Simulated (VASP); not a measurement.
# Nb (Im-3m) in VASP: notebook

Nb is run at these levels: PBEsol, PBE; tasks: single point, relaxation of cell and atoms.

Program: VASP 6.6.1. These are calculated values, not measurements. Logs are shortened: lines on timing, memory, paths and dates and some standing lists are left out, and cuts for length are marked.

## Step 1: The cell of the first run

Symmetry: Im-3m, No. 229, cubic system. The conventional cell has a = 3.173 Å, b = 3.173 Å, c = 3.173 Å, α = 90.00°, β = 90.00°, γ = 90.00°. Nb (site symmetry m-3m) has 14 Nb at 2.75 to 3.17 Å within 3.6 Å.

## Step 2: Single point, PBEsol

INCAR

```
SYSTEM = Nb
  PREC = Accurate
  ENCUT = 500
  EDIFF = 1E-6
  ISMEAR = -1
  SIGMA = 0.05
  LREAL = .False.
  LASPH = .True.
  NELM = 120
  ALGO = Normal
  ISIF = 2
  LWAVE = .False.
  LCHARG = .False.
  GGA = PS
  NBANDS = 12
  GGA_COMPAT = .False.
```

KPOINTS

```
regular mesh
0
Gamma
  11 11 11
  0 0 0
```

POSCAR

```
Nb
1.0
   -1.5865283082      1.5865283082      1.5865283082
    1.5865283082     -1.5865283082      1.5865283082
    1.5865283082      1.5865283082     -1.5865283082
Nb
1
Direct
    0.0000000000      0.0000000000      0.0000000000
```

Potentials or basis: VASP PAW PBE potentials, release 64 (Nb_sv).

On the command line:

```bash
$ cat potpaw_PBE.64/Nb_sv/POTCAR > POTCAR
$ mpirun -np 1 vasp_std > vasp.out
```

OUTCAR:

```text
SYSTEM = Nb
   PREC = Accurate
   ENCUT = 500
   EDIFF = 1E-6
   ISMEAR = -1
   LREAL = .False.
   LASPH = .True.
   NELM = 120
   ISIF = 2
   GGA = PS

 ion  position               nearest neighbor table
   1  0.000  0.000  0.000-

  LATTYP: Found a body centered cubic cell.
 ALAT       =     3.1730566164

  Lattice vectors:

 A1 = (  -1.5865283082,   1.5865283082,   1.5865283082)
 A2 = (   1.5865283082,  -1.5865283082,   1.5865283082)
 A3 = (   1.5865283082,   1.5865283082,  -1.5865283082)

Analysis of symmetry for initial positions (statically):
=====================================================================
 Subroutine PRICEL returns:
 Original cell was already a primitive cell.

 Routine SETGRP: Setting up the symmetry group for a
 body centered cubic supercell.

 Subroutine GETGRP returns: Found 48 space group operations
 (whereof 48 operations were pure point group operations)
 out of a pool of 48 trial point group operations.

The static configuration has the point symmetry O_h .

Analysis of symmetry for dynamics (positions and initial velocities):
=====================================================================
 Subroutine PRICEL returns:
 Original cell was already a primitive cell.

 Routine SETGRP: Setting up the symmetry group for a
 body centered cubic supercell.

 Subroutine GETGRP returns: Found 48 space group operations
 (whereof 48 operations were pure point group operations)
 out of a pool of 48 trial point group operations.

The dynamic configuration has the point symmetry O_h .

 Subroutine INISYM returns: Found 48 space group operations
 (whereof 48 operations are pure point group operations),
 and found     1 'primitive' translations

----------------------------------------------------------------------------------------

                                     Primitive cell

  volume of cell :      15.9736

  direct lattice vectors                    reciprocal lattice vectors
    -1.586528308  1.586528308  1.586528308     0.000000000  0.315153532  0.315153532
     1.586528308 -1.586528308  1.586528308     0.315153532  0.000000000  0.315153532
     1.586528308  1.586528308 -1.586528308     0.315153532  0.315153532  0.000000000

  length of vectors
     2.747947637  2.747947637  2.747947637     0.445694399  0.445694399  0.445694399

  position of ions in fractional coordinates (direct lattice)
     0.000000000  0.000000000  0.000000000

  ion indices of the primitive-cell ions
   primitive index   ion index
                 1           1

----------------------------------------------------------------------------------------

 KPOINTS: regular mesh

Automatic generation of k-mesh.
 Grid dimensions read from file:
 generate k-points for:   11   11   11

 Generating k-lattice:

  Cartesian coordinates                     Fractional coordinates (reciprocal lattice)
     0.000000000  0.028650321  0.028650321     0.090909091  0.000000000  0.000000000
     0.028650321  0.000000000  0.028650321     0.000000000  0.090909091  0.000000000
     0.028650321  0.028650321  0.000000000     0.000000000  0.000000000  0.090909091

  Length of vectors
     0.040517673  0.040517673  0.040517673

  Shift w.r.t. Gamma in fractional coordinates (k-lattice)
     0.000000000  0.000000000  0.000000000

 Subroutine IBZKPT returns following result:
 ===========================================

 Found     56 irreducible k-points:

 Following reciprocal coordinates:
            Coordinates               Weight
  0.000000  0.000000  0.000000      1.000000
  0.090909  0.000000  0.000000     12.000000
  0.181818  0.000000  0.000000     12.000000
  0.272727  0.000000  0.000000     12.000000
  0.363636  0.000000  0.000000     12.000000
  0.454545  0.000000  0.000000     12.000000
[... 16 lines left out ...]
  0.272727  0.181818  0.090909     48.000000
  0.363636  0.181818  0.090909     24.000000
 [... further k-points ...]
   k-points           NKPTS =     56   k-points in BZ     NKDIM =     56   number of bands    NBANDS=     12
   number of dos      NEDOS =    301   number of ions     NIONS =      1
   total plane-waves  NPLWV =   8000
   dimension x,y,z NGX =    20 NGY =   20 NGZ =   20
   dimension x,y,z NGXF=    40 NGYF=   40 NGZF=   40
   ions per type =               1
   NGX,Y,Z   is equivalent  to a cutoff of  12.10, 12.10, 12.10 a.u.
   NGXF,Y,Z  is equivalent  to a cutoff of  24.20, 24.20, 24.20 a.u.
 SYSTEM =  Nb
   PREC   = accura    normal or accurate (medium, high low for compatibility)
   ISTART =      0    job   : 0-new  1-cont  2-samecut
   ICHARG =      2    charge: 1-file 2-atom 10-const
   ISPIN  =      1    spin polarized calculation?
   LNONCOLLINEAR =      F non collinear calculations
   LSORBIT =      F    spin-orbit coupling
   LASPH  =      T    aspherical Exc in radial PAW
   ENCUT  =  500.0 eV  36.75 Ry    6.06 a.u.   5.01  5.01  5.01*2*pi/ulx,y,z
   NELM   =    120;   NELMIN=  2; NELMDL= -5     # of ELM steps
   EDIFF  = 0.1E-05   stopping-criterion for ELM
   LREAL  =      F    real-space projection
[... 7 lines left out ...]
   TEBEG  =    0.0;   TEEND  =   0.0 temperature during run
   PSTRESS=    0.0 pullay stress
   NELECT =      13.0000    total number of electrons
   NUPDOWN=      -1.0000    fix difference up-down
   EMIN   =  10.00;   EMAX   =-10.00  energy-range for DOS
   EFERMI =   0.00;   METHOD = LEGACY
   ISMEAR =    -1;   SIGMA  =   0.05  broadening in eV -4-tet -1-fermi 0-gaus
   EFERMI_NEDOS =   21; number of points for ismear=-14 and -15
   IALGO  =     38    algorithm
   IMIX   =      4    mixing-type and parameters
     AMIX     =   0.40;   BMIX     =  1.00
     AMIX_MAG =   1.60;   BMIX_MAG =  1.00
  volume/ion in A,a.u.               =      15.97       107.80
  Fermi-wavevector in a.u.,A,eV,Ry     =   1.528463  2.888375 31.785899  2.336198
  Thomas-Fermi vector in A             =   2.636218
   LORBIT       =      0    0 simple, 1 ext, 2 COOP (PROOUT), +10 PAW based schemes
   GGA     = PS    functional components
   LHFCALC =     F    Hartree Fock is set to
   AEXX    =    0.0000 exact exchange contribution
   IVDW    =     0    specifies the selected vdW correction
   LEPSILON=     F    determine dielectric tensor
   LRPA    =     F    only Hartree local field effects (RPA)
 non-spin polarized calculation
  energy-cutoff  :      500.00
  volume of cell :       15.97
 maximum number of plane-waves:       417
   NGX =  9   NGY =  9   NGZ =  9

 number of electron      13.0000001 magnetization

 Free energy of the ion-electron system (eV)
  ---------------------------------------------------
  ext. energy  EPLUGINS =         0.00000000
  ---------------------------------------------------
  free energy    TOTEN  =       -10.85479864 eV

  energy without entropy =      -10.83913100  energy(sigma->0) =      -10.84696482

 E-fermi :  12.7975     XC(G=0): -13.2634

 val. band max:       12.7734447281   @ k =   0.2727   0.1818   0.0909
 cond. band min:      12.8095251983   @ k =   0.2727   0.0000   0.0000
 fundamental gap:      0.0360804702
 Fermi energy:        12.7974607194

 k-point     1 :       0.0000    0.0000    0.0000
  band No.  band energies     occupation
      1     -41.3476      2.00000
      2     -16.3456      2.00000
      3     -16.3456      2.00000
      4     -16.3456      2.00000
      5       6.6590      2.00000
      6      13.1218      0.00304
      7      13.1218      0.00304
      8      13.1218      0.00304
      9      16.4481      0.00000
     10      16.4481      0.00000
     11      27.3237      0.00000
     12      27.3237      0.00000

 k-point     2 :       0.0909    0.0000    0.0000
  band No.  band energies     occupation
      1     -41.3171      2.00000
      2     -16.5176      2.00000
      3     -16.3964      2.00000
      4     -16.3476      2.00000
      5       7.0479      2.00000
      6      12.8747      0.35167
      7      13.0521      0.01222
      8      13.5038      0.00000
      9      16.0831      0.00000
     10      16.4455      0.00000
     11      27.6562      0.00000
     12      27.9964      0.00000

 k-point     3 :       0.1818    0.0000    0.0000
  band No.  band energies     occupation
      1     -41.2343      2.00000
      2     -16.9632      2.00000
      3     -16.5304      2.00000
      4     -16.3530      2.00000
      5       8.0195      2.00000
      6      12.2801      1.99994
      7      12.7611      1.34807
      8      14.6111      0.00000
      9      15.7273      0.00000
     10      16.4930      0.00000
     11      28.1720      0.00000
     12      29.8563      0.00000
[... 286 lines left out ...]
 k-point    23 :       0.2727    0.1818    0.0909
  band No.  band energies     occupation
      1     -40.9499      2.00000
      2     -17.9718      2.00000
      3     -17.1201      2.00000
      4     -16.6714      2.00000
      5      10.2079      2.00000
      6      11.0292      2.00000
      7      12.7734      1.23565
      8      16.8217      0.00000
      9      17.3963      0.00000
     10      22.2613      0.00000
     11      25.8535      0.00000
     12      27.2132      0.00000

 k-point    24 :       0.3636    0.1818    0.0909
  band No.  band energies     occupation
      1     -40.9268      2.00000
      2     -17.9831      2.00000
      3     -17.2476      2.00000
      4     -16.6865      2.00000
      5      10.0854      2.00000
      6      10.9732      2.00000
      7      13.4177      0.00001
      8      16.9846      0.00000
      9      17.4795      0.00000
     10      23.2028      0.00000
     11      24.7687      0.00000
     12      26.5470      0.00000

 [... further k-points ...]

------------------------ aborting loop because EDIFF is reached ----------------------------------------

  FORCE on cell =-STRESS in cart. coord.  units (eV):
  Direction    XX          YY          ZZ          XY          YZ          ZX
  --------------------------------------------------------------------------------------
  -------------------------------------------------------------------------------------
  Total        1.9621113      1.9621113      1.9621113     -0.0000000     -0.0000000      0.0000000
  in kB      196.8025652    196.8025652    196.8025652     -0.0000000     -0.0000000      0.0000000
  external PRESSURE =     196.8025652 kB  Pullay stress =       0.0000000 kB

 VOLUME and BASIS-vectors are now :
 -----------------------------------------------------------------------------
  energy-cutoff  :      500.00
  volume of cell :       15.97
      direct lattice vectors                 reciprocal lattice vectors
    -1.586528308  1.586528308  1.586528308     0.000000000  0.315153532  0.315153532
     1.586528308 -1.586528308  1.586528308     0.315153532  0.000000000  0.315153532
     1.586528308  1.586528308 -1.586528308     0.315153532  0.315153532  0.000000000

 POSITION                                       TOTAL-FORCE (eV/Angst)
 -----------------------------------------------------------------------------------
      0.00000      0.00000      0.00000        -0.000000      0.000000     -0.000000
 -----------------------------------------------------------------------------------
    total drift:                               -0.000000     -0.000000      0.000000

  FREE ENERGIE OF THE ION-ELECTRON SYSTEM (eV)
  ---------------------------------------------------
  free  energy   TOTEN  =       -10.8547986356 eV

  energy  without entropy=      -10.8391310017  energy(sigma->0) =      -10.84696482
```

Run time: 5.5 s. Hardware: 1 thread of AMD EPYC 9R45 (Zen 5), shared host; peak memory 0.09 GiB.

Results:

* Free energy: -10.8548 eV
* Pressure: 19.7 GPa
* Band gap on the k mesh: zero (an odd number of electrons rules out a gap without spin polarisation)

Levels at points of the mesh, in eV from the Fermi level:
```
           k point  band 3  band 4  band 5  band 6  band 7  band 8  band 9  band 10
(0.00, 0.00, 0.00)  -29.14  -29.14   -6.14    0.32    0.32    0.32    3.65     3.65
```

Caveat: the cell stands under pressure; the PAW data sets were made with another functional, which shifts forces and pressure a little.

## Step 3: Single point, PBEsol

This run uses another cell than the first one, of 17.59 Å³/atom.

INCAR

```
ALGO     = Normal         # electronic algorithm
EDIFF    = 1E-6           # SCF threshold, eV
ENCUT    = 500            # plane-wave cutoff, eV
GGA      = PS             # functional
GGA_COMPAT= False        
ISIF     = 2              # what is computed and relaxed
ISMEAR   = -1             # smearing method
LASPH    = True           # aspherical terms in the spheres
LCHARG   = False          # write CHGCAR
LREAL    = False          # projectors in reciprocal space
LWAVE    = False          # write WAVECAR
NBANDS   = 12             # bands
NELM     = 120            # most SCF steps
PREC     = Accurate       # precision mode
SIGMA    = 0.05           # smearing width, eV
```

KPOINTS

```
k-points
0
Gamma
  11 11 11
```

POSCAR

```
Nb
1.0
   -1.6382263178      1.6382263178      1.6382263178
    1.6382263178     -1.6382263178      1.6382263178
    1.6382263178      1.6382263178     -1.6382263178
Nb
1
Direct
    0.0000000000      0.0000000000      0.0000000000
```

Potentials or basis: VASP PAW PBE potentials, release 64 (Nb_sv).

On the command line:

```bash
$ cat potpaw_PBE.64/Nb_sv/POTCAR > POTCAR
$ mpirun -np 1 vasp_std > vasp.out
```

Run time: 7.4 s. Hardware: 1 thread of AMD EPYC 9R45 (Zen 5), shared host; peak memory 0.11 GiB.

Results (log left out):

- Free energy: -10.9484 eV
- Pressure: -0.3 GPa
- Band gap on the k mesh: zero (an odd number of electrons rules out a gap without spin polarisation)

Levels at points of the mesh, in eV from the Fermi level:
```
           k point  band 4  band 5  band 6  band 7  band 8  band 9
(0.00, 0.00, 0.00)  -29.46   -5.97    0.40    0.40    0.40    3.39
```

Caveat: the PAW data sets were made with another functional, which shifts forces and pressure a little.

## Step 4: Single point, PBEsol

This run uses another cell than the first one, of 17.13 Å³/atom.

INCAR

```
ALGO = Normal ; EDIFF = 1E-6
ENCUT = 500 ; GGA = PS
GGA_COMPAT = False ; ISIF = 2
ISMEAR = -1 ; LASPH = True
LCHARG = True ; LELF = True
LREAL = False ; LVHAR = True
LWAVE = False ; NBANDS = 12
NELM = 120 ; PREC = Accurate
SIGMA = 0.05
```

KPOINTS is that of step 3.

POSCAR

```
Nb
1.0
   -1.6237976946      1.6237976946      1.6237976946
    1.6237976946     -1.6237976946      1.6237976946
    1.6237976946      1.6237976946     -1.6237976946
Nb
1
Direct
    0.0000000000      0.0000000000      0.0000000000
```

On the command line:

```bash
$ cat potpaw_PBE.64/Nb_sv/POTCAR > POTCAR
$ mpirun -np 1 vasp_std > vasp.out
```

Run time: 7.8 s. Hardware: 1 thread of AMD EPYC 9R45 (Zen 5), shared host; peak memory 0.11 GiB.

The run converged. Its results:

```yaml
Free_energy: -10.9417 eV
Pressure: 4.6 GPa
Band_gap_on_the_k_mesh: zero (an odd number of electrons rules out a gap without spin polarisation)
```

Levels at points of the mesh, in eV from the Fermi level:
```
           k point  band 2  band 3  band 4  band 5  band 6  band 7  band 8  band 9  band 10  band 11
(0.00, 0.00, 0.00)  -29.37  -29.37  -29.37   -6.02    0.39    0.39    0.39    3.47     3.47    14.39
```

Caveat: the cell stands under pressure; the PAW data sets were made with another functional, which shifts forces and pressure a little.

(Continued in part 2 of 2.)
